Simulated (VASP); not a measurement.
# YN (Fm-3m) in VASP: further runs

YN is run at these levels: PBE, r2SCAN; tasks: single point.

All numbers are computed with VASP 6.6.1; they aren't measurements. Logs are shortened: lines on timing, memory, paths and dates and some standing lists are left out, and cuts for length are marked.

**1. The cell of the first run**

It takes space group Fm-3m (No. 225, cubic). The conventional cell has a = 5.003 Å, b = 5.003 Å, c = 5.003 Å, α = 90.00°, β = 90.00°, γ = 90.00°. Y (site symmetry m-3m) has 6 N at 2.50 Å within 3.3 Å. N (site symmetry m-3m) has 6 Y at 2.50 Å within 3.3 Å.

**2. Single point, PBE (15.65 Å³/atom)**

INCAR reads:

```
  ALGO = Normal
  EDIFF = 1E-6
  ENCUT = 600
  GGA = PE
  GGA_COMPAT = F
  ISIF = 2
  ISMEAR = 0
  LASPH = T
  LCHARG = T
  LELF = T
  LREAL = F
  LVHAR = T
  LWAVE = F
  NBANDS = 15
  NELM = 120
  PREC = Accurate
  SIGMA = 0.01
```

KPOINTS reads:

```
k-points
0
Gamma
  8 8 8
```

POSCAR reads:

```
YN
1.0
    0.0000000000      2.5012944714      2.5012944714
    2.5012944714      0.0000000000      2.5012944714
    2.5012944714      2.5012944714      0.0000000000
Y N
1 1
Direct
    0.0000000000      0.0000000000      0.0000000000
    0.5000000000      0.5000000000      0.5000000000
```

Potentials or basis: VASP PAW PBE potentials, release 64 (Y_sv, N).

The run is started by

```console
$ cat potpaw_PBE.64/Y_sv/POTCAR potpaw_PBE.64/N/POTCAR > POTCAR
$ mpirun -np 1 vasp_std > vasp.out
```

OUTCAR:

```text
EDIFF = 1E-6
   ENCUT = 600
   GGA = PE
   ISIF = 2
   ISMEAR = 0
   LASPH = T
   LREAL = F
   NELM = 120
   PREC = Accurate

 ion  position               nearest neighbor table
   1  0.000  0.000  0.000-   2 2.50   2 2.50   2 2.50   2 2.50   2 2.50   2 2.50
   2  0.500  0.500  0.500-   1 2.50   1 2.50   1 2.50   1 2.50   1 2.50   1 2.50

  LATTYP: Found a face centered cubic cell.
 ALAT       =     5.0025889428

  Lattice vectors:

 A1 = (   0.0000000000,   2.5012944714,   2.5012944714)
 A2 = (   2.5012944714,   0.0000000000,   2.5012944714)
 A3 = (   2.5012944714,   2.5012944714,   0.0000000000)

Analysis of symmetry for initial positions (statically):
=====================================================================
 Subroutine PRICEL returns:
 Original cell was already a primitive cell.

 Routine SETGRP: Setting up the symmetry group for a
 face centered cubic supercell.

 Subroutine GETGRP returns: Found 48 space group operations
 (whereof 48 operations were pure point group operations)
 out of a pool of 48 trial point group operations.

The static configuration has the point symmetry O_h .

Analysis of symmetry for dynamics (positions and initial velocities):
=====================================================================
 Subroutine PRICEL returns:
 Original cell was already a primitive cell.

 Routine SETGRP: Setting up the symmetry group for a
 face centered cubic supercell.

 Subroutine GETGRP returns: Found 48 space group operations
 (whereof 48 operations were pure point group operations)
 out of a pool of 48 trial point group operations.

The dynamic configuration has the point symmetry O_h .

 Subroutine INISYM returns: Found 48 space group operations
 (whereof 48 operations are pure point group operations),
 and found     1 'primitive' translations

----------------------------------------------------------------------------------------

                                     Primitive cell

  volume of cell :      31.2986

  direct lattice vectors                    reciprocal lattice vectors
     0.000000000  2.501294471  2.501294471    -0.199896496  0.199896496  0.199896496
     2.501294471  0.000000000  2.501294471     0.199896496 -0.199896496  0.199896496
     2.501294471  2.501294471  0.000000000     0.199896496  0.199896496 -0.199896496

  length of vectors
     3.537364565  3.537364565  3.537364565     0.346230887  0.346230887  0.346230887

  position of ions in fractional coordinates (direct lattice)
     0.000000000  0.000000000  0.000000000
[... 83 lines left out ...]
   NFREE  =      0    steps in history (QN), initial steepest desc. (CG)
   ISIF   =      2    stress and relaxation
   ISYM   =      2    0-nonsym 1-usesym 2-fastsym
   POTIM  = 0.5000    time-step for ionic-motion
   TEBEG  =    0.0;   TEEND  =   0.0 temperature during run
   PSTRESS=    0.0 pullay stress
   NELECT =      16.0000    total number of electrons
   NUPDOWN=      -1.0000    fix difference up-down
   EMIN   =  10.00;   EMAX   =-10.00  energy-range for DOS
   EFERMI =   0.00;   METHOD = LEGACY
   ISMEAR =     0;   SIGMA  =   0.01  broadening in eV -4-tet -1-fermi 0-gaus
   EFERMI_NEDOS =   21; number of points for ismear=-14 and -15
   IALGO  =     38    algorithm
   IMIX   =      4    mixing-type and parameters
     AMIX     =   0.40;   BMIX     =  1.00
     AMIX_MAG =   1.60;   BMIX_MAG =  1.00
  volume/ion in A,a.u.               =      15.65       105.61
  Fermi-wavevector in a.u.,A,eV,Ry     =   1.309001  2.473653 23.313363  1.713484
  Thomas-Fermi vector in A             =   2.439630
   LORBIT       =      0    0 simple, 1 ext, 2 COOP (PROOUT), +10 PAW based schemes
   GGA     = PE    functional components
   LHFCALC =     F    Hartree Fock is set to
   AEXX    =    0.0000 exact exchange contribution
   IVDW    =     0    specifies the selected vdW correction
   LEPSILON=     F    determine dielectric tensor
   LRPA    =     F    only Hartree local field effects (RPA)
 non-spin polarized calculation
 Gauss-broadening in eV      SIGMA  =   0.01
  energy-cutoff  :      600.00
  volume of cell :       31.30
 maximum number of plane-waves:      1056
   NGX = 15   NGY = 15   NGZ = 15

 number of electron      15.9999998 magnetization

 Free energy of the ion-electron system (eV)
  ---------------------------------------------------
  ext. energy  EPLUGINS =         0.00000000
  ---------------------------------------------------
  free energy    TOTEN  =       -18.18022831 eV

  energy without entropy =      -18.18022831  energy(sigma->0) =      -18.18022831

 E-fermi :   3.9244     XC(G=0): -10.9174

 val. band max:        3.7517238478   @ k =   0.0000   0.0000   0.0000
 cond. band min:       4.0464281301   @ k =   0.5000   0.5000   0.0000
 fundamental gap:      0.2947042823
 Fermi energy:         3.9243515276

 k-point     1 :       0.0000    0.0000    0.0000
  band No.  band energies     occupation
      1     -37.3881      2.00000
      2     -17.0802      2.00000
      3     -17.0802      2.00000
      4     -17.0802      2.00000
      5      -8.9838      2.00000
      6       3.7517      2.00000
      7       3.7517      2.00000
      8       3.7517      2.00000
      9       6.7781      0.00000
     10       6.7781      0.00000
     11       6.7781      0.00000
     12       7.2944      0.00000
     13       8.5905      0.00000
     14       8.5905      0.00000
[... 401 lines left out ...]
      2     -17.7989      2.00000
      3     -17.3510      2.00000
      4     -17.2198      2.00000
      5      -7.8276      2.00000
      6       0.6785      2.00000
      7       1.9573      2.00000
      8       2.0080      2.00000
      9       8.0249      0.00000
     10       8.3235      0.00000
     11      10.1784      0.00000
     12      11.1796      0.00000
     13      12.6546      0.00000
     14      13.9565      0.00000
     15      15.4518      0.00000

 [... further k-points ...]
[... 5 lines left out ...]
  --------------------------------------------------------------------------------------
  -------------------------------------------------------------------------------------
  Total       -1.6424275     -1.6424275     -1.6424275     -0.0000000      0.0000000      0.0000000
  in kB      -84.0760548    -84.0760548    -84.0760548     -0.0000000      0.0000000      0.0000000
  external PRESSURE =     -84.0760548 kB  Pullay stress =       0.0000000 kB

 VOLUME and BASIS-vectors are now :
 -----------------------------------------------------------------------------
  energy-cutoff  :      600.00
  volume of cell :       31.30
      direct lattice vectors                 reciprocal lattice vectors
     0.000000000  2.501294471  2.501294471    -0.199896496  0.199896496  0.199896496
     2.501294471  0.000000000  2.501294471     0.199896496 -0.199896496  0.199896496
     2.501294471  2.501294471  0.000000000     0.199896496  0.199896496 -0.199896496

 POSITION                                       TOTAL-FORCE (eV/Angst)
 -----------------------------------------------------------------------------------
      0.00000      0.00000      0.00000         0.000000     -0.000000      0.000000
      2.50129      2.50129      2.50129        -0.000000      0.000000     -0.000000
 -----------------------------------------------------------------------------------
    total drift:                                0.000000      0.000000      0.000000

  FREE ENERGIE OF THE ION-ELECTRON SYSTEM (eV)
  ---------------------------------------------------
  free  energy   TOTEN  =       -18.1802283072 eV

  energy  without entropy=      -18.1802283072  energy(sigma->0) =      -18.18022831
```

OSZICAR:

```text
N       E                     dE             d eps       ncg     rms          rms(c)
DAV:   1     0.571044825191E+02    0.57104E+02   -0.89919E+03   870   0.118E+03
DAV:   2    -0.184643705137E+02   -0.75569E+02   -0.68127E+02  1196   0.239E+02
DAV:   3    -0.218592832462E+02   -0.33949E+01   -0.33734E+01  1068   0.445E+01
DAV:   4    -0.219175539914E+02   -0.58271E-01   -0.58242E-01  1104   0.558E+00
DAV:   5    -0.219184603836E+02   -0.90639E-03   -0.90639E-03  1003   0.621E-01    0.270E+01
DAV:   6    -0.185043765367E+02    0.34141E+01   -0.92720E+00   982   0.247E+01    0.299E+01
DAV:   7    -0.182189602413E+02    0.28542E+00   -0.61024E-01  1052   0.676E+00    0.218E+01
DAV:   8    -0.182201318832E+02   -0.11716E-02   -0.35387E-01  1250   0.526E+00    0.108E+01
DAV:   9    -0.181796619211E+02    0.40470E-01   -0.64061E-02  1138   0.249E+00    0.190E+00
DAV:  10    -0.181801971698E+02   -0.53525E-03   -0.54754E-03   975   0.667E-01    0.514E-01
DAV:  11    -0.181802423913E+02   -0.45222E-04   -0.40215E-04  1177   0.180E-01    0.324E-01
DAV:  12    -0.181802278630E+02    0.14528E-04   -0.39632E-05  1095   0.567E-02    0.660E-02
DAV:  13    -0.181802283072E+02   -0.44425E-06   -0.24889E-06   933   0.155E-02
   1 F= -.18180228E+02 E0= -.18180228E+02  d E =-.627605E-69
```

stdout:

```text
POSCAR found type information on POSCAR Y N
 POSCAR found :  2 types and       2 ions
 scaLAPACK will be used
 LDA part: xc-table for (Slater+PW92), standard interpolation
 POSCAR, INCAR and KPOINTS ok, starting setup
 FFT: planning ... GRIDC
 FFT: planning ... GRID_SOFT
 FFT: planning ... GRID
 WAVECAR not read
 entering main loop
```

It took 17 s on 1 thread of Intel Xeon Platinum 8375C at 2.90GHz (Ice Lake), shared host; peak memory 0.18 GiB.

What came out:

```
Free energy            : -18.1802 eV
Pressure               : -8.4 GPa
Band gap on the k mesh : 0.29 eV (least direct gap 0.73 eV)
```

Caveat: the cell stands under tension; semilocal functionals underestimate gaps, and a narrow one can read as zero. A k mesh can miss the band edges.

**3. Single point, r2SCAN (13.79 Å³/atom)**

This run uses another cell than the first one, of 13.79 Å³/atom.

POSCAR reads:

```
YN
1.0
    0.0000000000      2.3980737913      2.3980737913
    2.3980737913      0.0000000000      2.3980737913
    2.3980737913      2.3980737913      0.0000000000
Y N
1 1
Direct
    0.0000000000      0.0000000000      0.0000000000
    0.5000000000      0.5000000000      0.5000000000
```

INCAR.step1 reads:

```
PREC     = Accurate       # precision mode
ENCUT    = 660            # plane-wave cutoff, eV
ISMEAR   = 0              # smearing method
SIGMA    = 0.01           # smearing width, eV
LREAL    = False          # projectors in reciprocal space
LASPH    = True           # aspherical terms in the spheres
NELM     = 120            # most SCF steps
NBANDS   = 15             # bands
GGA      = PE             # functional
ALGO     = Normal         # electronic algorithm
EDIFF    = 1E-5           # SCF threshold, eV
LWAVE    = True           # write WAVECAR
LCHARG   = False          # write CHGCAR
GGA_COMPAT= False
```

INCAR.step2 reads:

```
PREC     = Accurate       # precision mode
ENCUT    = 660            # plane-wave cutoff, eV
EDIFF    = 1E-6           # SCF threshold, eV
ISMEAR   = 0              # smearing method
SIGMA    = 0.01           # smearing width, eV
LREAL    = False          # projectors in reciprocal space
LASPH    = True           # aspherical terms in the spheres
NELM     = 120            # most SCF steps
ALGO     = Normal         # electronic algorithm
ISIF     = 2              # what is computed and relaxed
LWAVE    = False          # write WAVECAR
LCHARG   = False          # write CHGCAR
METAGGA  = R2SCAN         # meta-GGA
LMIXTAU  = True         
NBANDS   = 15             # bands
ISTART   = 1            
GGA_COMPAT= False
```

KPOINTS reads:

```
regular mesh
0
Gamma
  8 8 8
```

Potentials or basis: VASP PAW PBE potentials, release 64 (Y_sv, N).

The run is started by

```console
$ cat potpaw_PBE.64/Y_sv/POTCAR potpaw_PBE.64/N/POTCAR > POTCAR
$ cp INCAR.step1 INCAR
$ mpirun -np 1 vasp_std > vasp.out
$ cp INCAR.step2 INCAR
$ mpirun -np 1 vasp_std > vasp.out
```

Run time: 60 s. Hardware: 1 thread of Intel Xeon Platinum 8375C at 2.90GHz (Ice Lake), shared host; peak memory 0.19 GiB.

The run converged. Its results:

| Item | Value |
| --- | --- |
| Free energy | -33.3773 eV |
| Pressure | 11.9 GPa |
| Band gap on the k mesh | 0.48 eV (least direct gap 0.83 eV) |

Levels at points of the mesh, in eV from the valence-band top:
```tsv
k point	band 6	band 7	band 8	band 9	band 10	band 11
(0.00, 0.00, 0.00)	0.00	0.00	0.00	3.67	3.67	3.67
(0.50, 0.00, 0.00)	-4.22	-2.46	-2.46	6.57	7.25	7.25
(0.50, 0.50, 0.00)	-1.40	-0.35	-0.35	0.48	7.72	8.42
```

Caveat: the cell stands under pressure; semilocal functionals underestimate gaps, and a narrow one can read as zero; the PAW data sets were made with another functional, which shifts forces and pressure a little. A k mesh can miss the band edges.

**4. Single point, PBE**

This run uses another cell than the first one, of 14.67 Å³/atom.

INCAR is that of step 2.

KPOINTS reads:

```
k-points
0
Gamma
  10 10 10
```

POSCAR reads:

```
YN
1.0
    0.0000000000      2.4480479766      2.4480479766
    2.4480479766      0.0000000000      2.4480479766
    2.4480479766      2.4480479766      0.0000000000
Y N
1 1
Direct
    0.0000000000      0.0000000000      0.0000000000
    0.5000000000      0.5000000000      0.5000000000
```

The run is started by

```console
$ cat potpaw_PBE.64/Y_sv/POTCAR potpaw_PBE.64/N/POTCAR > POTCAR
$ mpirun -np 1 vasp_std > vasp.out
```

Run time: 25 s. Hardware: 1 thread of Intel Xeon Platinum 8375C at 2.90GHz (Ice Lake), shared host; peak memory 0.19 GiB.

It converged, with:

```yaml
Free_energy: -18.2299 eV
Pressure: 0.7 GPa
Band_gap_on_the_k_mesh: 0.20 eV (least direct gap 0.59 eV)
```

Levels at points of the mesh, in eV from the valence-band top:
```
           k point  band 5  band 6  band 7  band 8  band 9  band 10  band 11  band 12
(0.00, 0.00, 0.00)  -12.90    0.00    0.00    0.00    3.13     3.13     3.13     4.11
(0.50, 0.00, 0.00)  -11.16   -4.07   -2.23   -2.23    5.68     6.35     6.35     6.71
(0.50, 0.50, 0.00)  -12.46   -1.51   -0.39   -0.39    0.20     6.82     7.18     7.87
```

Caveat: semilocal functionals underestimate gaps, and a narrow one can read as zero. A k mesh can miss the band edges.

**5. Overview**

```csv
level,cell,k mesh,cutoff (eV),gap on the mesh (eV),pressure (GPa)
PBE,"a = 3.537 Å, angles 60.0°, 2 atoms",8 × 8 × 8,600,0.29,-8.4
r2SCAN,"a = 3.391 Å, angles 60.0°, 2 atoms",8 × 8 × 8,660,0.48,11.9
PBE,"a = 3.462 Å, angles 60.0°, 2 atoms",10 × 10 × 10,600,0.20,0.7
```

Alike in all rows: task single point; potentials or basis VASP PAW PBE potentials, release 64 (Y_sv, N); no spin polarisation; smearing gaussian 0.01 eV.

Caveats: semilocal functionals underestimate gaps, and a narrow one can read as zero; the cell stands under tension (at least some runs); the cell stands under pressure (at least some runs); the PAW data sets were made with another functional, which shifts forces and pressure a little (at least some runs).

Total energies depend on the potentials used, so only differences within one code and one set of settings carry meaning.
